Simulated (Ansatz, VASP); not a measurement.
## One calculation of Ni, two programs

```xyz
1
Lattice="0.0000 1.7619 1.7619 1.7619 0.0000 1.7619 1.7619 1.7619 0.0000" Properties=species:S:1:pos:R:3 pbc="T T T"
Ni    0.0000    0.0000    0.0000
```

Alike in both runs: task relaxation of cell and atoms; functional BLYP; k mesh 15 × 15 × 15; occupations fermi-dirac, width 0.1 eV; no spin polarisation.

|  | VASP | Ansatz |
| --- | --- | --- |
| version | VASP 6.6.1 | Ansatz 0.2.0 |
| potentials or method | VASP PAW PBE potentials, release 64 (Ni), cutoff 600 eV | plane waves (420 eV) with PAW, scalar-relativistic |
| valence electrons in the cell | 10 | 18 |

|  | VASP | Ansatz | Ansatz less VASP |
| --- | --- | --- | --- |
| relaxed volume (Å³/atom) | 11.42 | 11.41 | -0.010 |
| relaxed length of the cell vector where the two differ most in proportion (Å) | 2.527 | 2.527 | -0.0008 |

VASP's potentials were made for PBE, not for BLYP. VASP's potentials hold 10 valence electrons a cell and Ansatz's 18, so a difference there can come from the potentials and not from the codes.
